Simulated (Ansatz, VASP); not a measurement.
## Two plane-wave programs on Ag

```
CELL_PARAMETERS angstrom
0.00000 2.04310 2.14526
2.04310 0.00000 2.14526
2.04310 2.04310 0.00000
ATOMIC_POSITIONS crystal
Ag 0.00000 0.00000 0.00000
```

Change from the starting cell: strain +0.000 along x and y, +0.050 along z, atoms carried along.

Alike in both runs: task single point; functional PBE; k mesh 20 × 20 × 20; occupations gaussian, width 0.15 eV; no spin polarisation.

|  | VASP | Ansatz |
| --- | --- | --- |
| version | VASP 6.6.1 | Ansatz 0.2.0 |
| potentials or method | VASP PAW PBE potentials, release 64 (Ag), cutoff 520 eV | scalar-relativistic, plane waves, PAW |
| valence electrons in the cell | 11 | 19 |

VASP gave:

| Quantity | Value |
| --- | --- |
| gap on the k mesh at the Fermi level (eV) | none |
| pressure (GPa) | -0.4 |
| traceless stress, the component that is largest in VASP (GPa) | -1.33 |

Problem. Estimate Ansatz's values.

Solution. gap on the k mesh at the Fermi level (eV): none; pressure (GPa): -0.3; traceless stress, the component that is largest in VASP (GPa): -1.33.

A gap of «none» marks a metal or a gap that the smearing closes. With one functional, cell and mesh, what is left measures potentials, basis and numerics. VASP's potentials hold 11 valence electrons a cell and Ansatz's 19, so a difference there can come from the potentials and not from the codes.
